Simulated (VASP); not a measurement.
# La2Hg (I4/mcm) in VASP: further runs, part 2 of 2

VASP 6.6.1. The steps go on from the part before.

### 3 Single point, PBEsol

INCAR

```
ALGO     = Normal         # electronic algorithm
EDIFF    = 1E-6           # SCF threshold, eV
ENCUT    = 500            # plane-wave cutoff, eV
GGA      = PS             # functional
GGA_COMPAT= False        
ISIF     = 2              # what is computed and relaxed
ISMEAR   = 1              # smearing method
LASPH    = True           # aspherical terms in the spheres
LCHARG   = False          # write CHGCAR
LMAXMIX  = 6              # l up to which the mixer works
LREAL    = False          # projectors in reciprocal space
LWAVE    = False          # write WAVECAR
NBANDS   = 43             # bands
NELM     = 200            # most SCF steps
PREC     = Accurate       # precision mode
SIGMA    = 0.05           # smearing width, eV
```

KPOINTS

```
k-points
0
Gamma
  4 4 4
```

POSCAR

```
La2Hg
1.0
    0.0000000000      0.0000000000      6.0376210000
    3.9364220000     -3.9364220000      3.0188100000
    3.9364220000      3.9364220000     -3.0188100000
Hg La
2 4
Direct
    0.2500000000      0.0000000000      0.0000000000
    0.7500000000      0.0000000000      0.0000000000
    0.6580000000      0.5000000000      0.8160000000
    0.1580000000      0.1840000000      0.5000000000
    0.3420000000      0.5000000000      0.1840000000
    0.8420000000      0.8160000000      0.5000000000
```

Potentials or basis: VASP PAW PBE potentials, release 64 (Hg, La).

The run is started by

```sh
$ cat potpaw_PBE.64/Hg/POTCAR potpaw_PBE.64/La/POTCAR > POTCAR
$ mpirun -np 1 vasp_std > vasp.out
```

OUTCAR:

```text
EDIFF = 1E-6
   ENCUT = 500
   GGA = PS
   ISIF = 2
   ISMEAR = 1
   LASPH = True
   LREAL = False
   NELM = 200
   PREC = Accurate

 ion  position               nearest neighbor table
   1  0.250  0.000  0.000-   2 3.02   2 3.02   5 3.33   4 3.33   5 3.33   4 3.33   6 3.33   3 3.33
                             6 3.33   3 3.33
   2  0.750  0.000  0.000-   1 3.02   1 3.02   6 3.33   3 3.33   3 3.33   6 3.33   4 3.33   5 3.33
                             5 3.33   4 3.33
[... 798 lines left out ...]
  -------------------------------------------------------------------------------------
  Total       -1.4544726     -1.4544726     -0.4830227      0.0000000     -0.0000002     -0.0000000
  in kB      -12.4542328    -12.4542328     -4.1359853      0.0000000     -0.0000016     -0.0000000
  external PRESSURE =      -9.6814837 kB  Pullay stress =       0.0000000 kB

 VOLUME and BASIS-vectors are now :
 -----------------------------------------------------------------------------
  energy-cutoff  :      500.00
  volume of cell :      187.11
      direct lattice vectors                 reciprocal lattice vectors
     0.000000000  0.000000000  6.037621000     0.000000000  0.127018881  0.165628151
     3.936422000 -3.936422000  3.018810000     0.127018902 -0.127018902  0.000000000
     3.936422000  3.936422000 -3.018810000     0.127018902  0.127018902  0.000000000

 POSITION                                       TOTAL-FORCE (eV/Angst)
 -----------------------------------------------------------------------------------
      0.00000      0.00000      1.50941        -0.000000      0.000000      0.000000
      0.00000      0.00000      4.52822         0.000000      0.000000      0.000000
      5.18033      1.24391      3.01881        -0.070003     -0.070003     -0.000000
      2.69251      1.24391      0.00000         0.070003     -0.070003     -0.000000
      2.69251     -1.24391      3.01881         0.070003      0.070003      0.000000
      5.18033     -1.24391      6.03762        -0.070003      0.070003      0.000000
 -----------------------------------------------------------------------------------
    total drift:                                0.000000     -0.000000      0.000000

  FREE ENERGIE OF THE ION-ELECTRON SYSTEM (eV)
  ---------------------------------------------------
  free  energy   TOTEN  =       -24.2540982608 eV

  energy  without entropy=      -24.2488697137  energy(sigma->0) =      -24.25235541
```

It took 2.8 min on 1 thread of Intel Xeon Platinum 8259CL at 2.50GHz (Skylake/Cascade Lake), shared host; peak memory 0.37 GiB.

Results:

```yaml
Free_energy: -24.2541 eV
Pressure: -1.0 GPa
Largest_force: 0.099 eV/Å
Band_gap_on_the_k_mesh: zero (bands 34 and 35 overlap by 0.52 eV)
```

Forces in eV/Å, atoms in the order of the input:
```
Hg   0.000  0.000  0.000
Hg   0.000  0.000  0.000
La  -0.070 -0.070  0.000
La   0.070 -0.070  0.000
La   0.070  0.070  0.000
La  -0.070  0.070  0.000
```

Levels at points of the mesh, in eV from the Fermi level:
```
           k point  band 32  band 33  band 34  band 35  band 36  band 37  band 38  band 39
(0.00, 0.00, 0.00)    -0.48    -0.18    -0.18    -0.15     0.31     0.64     0.64     1.39
(0.50, 0.00, 0.00)    -0.72     0.02     0.02     0.12     0.12     0.71     0.71     1.06
(0.00, 0.50, 0.00)    -0.78    -0.71    -0.54    -0.41     0.04     0.73     1.24     1.26
(0.00, 0.50, 0.50)    -0.57    -0.57    -0.14    -0.07     0.11     0.56     0.56     0.58
```

Caveat: the PAW data sets were made with another functional, which shifts forces and pressure a little; spin-orbit coupling is left out, which moves the levels of the heavy elements.

### 4 Single point, PBEsol

INCAR

```
SYSTEM = La2Hg
ALGO     = Normal         ! electronic algorithm
EDIFF    = 1E-6           ! SCF threshold, eV
ENCUT    = 500            ! plane-wave cutoff, eV
GGA      = PS             ! functional
GGA_COMPAT= .FALSE.      
ISIF     = 2              ! what is computed and relaxed
ISMEAR   = -5             ! smearing method
LASPH    = .TRUE.         ! aspherical terms in the spheres
LCHARG   = .FALSE.        ! write CHGCAR
LMAXMIX  = 6              ! l up to which the mixer works
LREAL    = .FALSE.        ! projectors in reciprocal space
LWAVE    = .FALSE.        ! write WAVECAR
NBANDS   = 43             ! bands
NELM     = 200            ! most SCF steps
PREC     = Accurate       ! precision mode
SIGMA    = 0.1            ! smearing width, eV
```

KPOINTS

```
k-points
0
G
  4 4 4
  0 0 0
```

POSCAR is that of step 3.

The run is started by

```sh
$ cat potpaw_PBE.64/Hg/POTCAR potpaw_PBE.64/La/POTCAR > POTCAR
$ mpirun -np 1 vasp_std > vasp.out
```

It took 2.8 min on 1 thread of Intel Xeon Platinum 8259CL at 2.50GHz (Skylake/Cascade Lake), shared host; peak memory 0.37 GiB.

The run converged. Its results:

```
Free energy            : -24.2820 eV
Pressure               : -1.0 GPa
Largest force          : 0.068 eV/Å
Band gap on the k mesh : zero (bands 34 and 35 overlap by 0.52 eV)
```

Forces in eV/Å, atoms in the order of the input:
```
Hg   0.000  0.000  0.000
Hg   0.000  0.000  0.000
La  -0.048 -0.048  0.000
La   0.048 -0.048  0.000
La   0.048  0.048  0.000
La  -0.048  0.048  0.000
```

Stress tensor (GPa, compression positive):
```
-1.09  0.00  0.00
 0.00 -1.09  0.00
 0.00  0.00 -0.95
```

Levels at points of the mesh, in eV from the Fermi level:
| k point | band 31 | band 32 | band 33 | band 34 | band 35 | band 36 | band 37 | band 38 |
| --- | --- | --- | --- | --- | --- | --- | --- | --- |
| (0.00, 0.00, 0.00) | -0.83 | -0.47 | -0.16 | -0.16 | -0.14 | 0.32 | 0.65 | 0.65 |
| (0.50, 0.00, 0.00) | -0.71 | -0.71 | 0.04 | 0.04 | 0.14 | 0.14 | 0.73 | 0.73 |
| (0.00, 0.50, 0.00) | -0.84 | -0.77 | -0.69 | -0.52 | -0.39 | 0.05 | 0.75 | 1.26 |
| (0.00, 0.50, 0.50) | -1.74 | -0.56 | -0.56 | -0.12 | -0.05 | 0.13 | 0.58 | 0.58 |

Caveat: the PAW data sets were made with another functional, which shifts forces and pressure a little; spin-orbit coupling is left out, which moves the levels of the heavy elements; tetrahedron occupations give inexact forces and stress in metals.

### 5 Single point, LDA

INCAR

```
SYSTEM = La2Hg
PREC = Accurate
ENCUT = 500
EDIFF = 1E-6
ISMEAR = -5
SIGMA = 0.1
LREAL = .FALSE.
LASPH = .TRUE.
NELM = 200
ALGO = Normal
ISIF = 2
LWAVE = .FALSE.
LCHARG = .FALSE.
NBANDS = 43
GGA_COMPAT = .FALSE.
LMAXMIX = 6
```

KPOINTS

```
regular mesh
0
G
  4 4 4
  0 0 0
```

POSCAR is that of step 4.

Potentials or basis: VASP PAW LDA potentials, release 64 (Hg, La).

The run is started by

```sh
$ cat potpaw_LDA.64/Hg/POTCAR potpaw_LDA.64/La/POTCAR > POTCAR
$ mpirun -np 1 vasp_std > vasp.out
```

It took 2.7 min on 1 thread of Intel Xeon Platinum 8259CL at 2.50GHz (Skylake/Cascade Lake), shared host; peak memory 0.3 GiB.

The run converged. Its results:

```yaml
Free_energy: -26.0072 eV
Pressure: -2.7 GPa
Largest_force: 0.046 eV/Å
Band_gap_on_the_k_mesh: zero (bands 34 and 35 overlap by 0.48 eV)
```

Forces in eV/Å, atoms in the order of the input:
```
Hg   0.000  0.000  0.000
Hg   0.000  0.000  0.000
La  -0.033 -0.033  0.000
La   0.033 -0.033  0.000
La   0.033  0.033  0.000
La  -0.033  0.033  0.000
```

Levels at points of the mesh, in eV from the Fermi level:
```
           k point  band 30  band 31  band 32  band 33  band 34  band 35  band 36  band 37  band 38  band 39
(0.00, 0.00, 0.00)    -0.82    -0.82    -0.47    -0.13    -0.13    -0.12     0.34     0.65     0.65     1.31
(0.50, 0.00, 0.00)    -1.25    -0.70    -0.70     0.04     0.04     0.13     0.13     0.70     0.70     1.04
(0.00, 0.50, 0.00)    -1.27    -0.82    -0.77    -0.67    -0.52    -0.36     0.06     0.74     1.16     1.25
(0.00, 0.50, 0.50)    -1.71    -1.71    -0.56    -0.56    -0.12    -0.06     0.15     0.54     0.54     0.59
```

Caveat: spin-orbit coupling is left out, which moves the levels of the heavy elements; tetrahedron occupations give inexact forces and stress in metals.

### 6 Summary

```tsv
level	potentials or basis	smearing	gap on the mesh (eV)	pressure (GPa)	largest force (eV/Å)
PBEsol	VASP PAW PBE potentials, release 64 (Hg, La)	fermi-dirac 0.0161 eV	none	-1.0	0.10
PBEsol	VASP PAW PBE potentials, release 64 (Hg, La)	methfessel-paxton 0.05 eV	none	-1.0	0.10
PBEsol	VASP PAW PBE potentials, release 64 (Hg, La)	tetrahedron	none	-1.0	0.07
LDA	VASP PAW LDA potentials, release 64 (Hg, La)	tetrahedron	none	-2.7	0.05
```

Alike in all rows: task single point; no spin polarisation; cell as given; k mesh 4 × 4 × 4; cutoff (eV) 500.

Caveats: spin-orbit coupling is left out, which moves the levels of the heavy elements; the PAW data sets were made with another functional, which shifts forces and pressure a little (at least some runs); tetrahedron occupations give inexact forces and stress in metals (at least some runs).

Absolute energies hang on the potentials; compare differences alone.
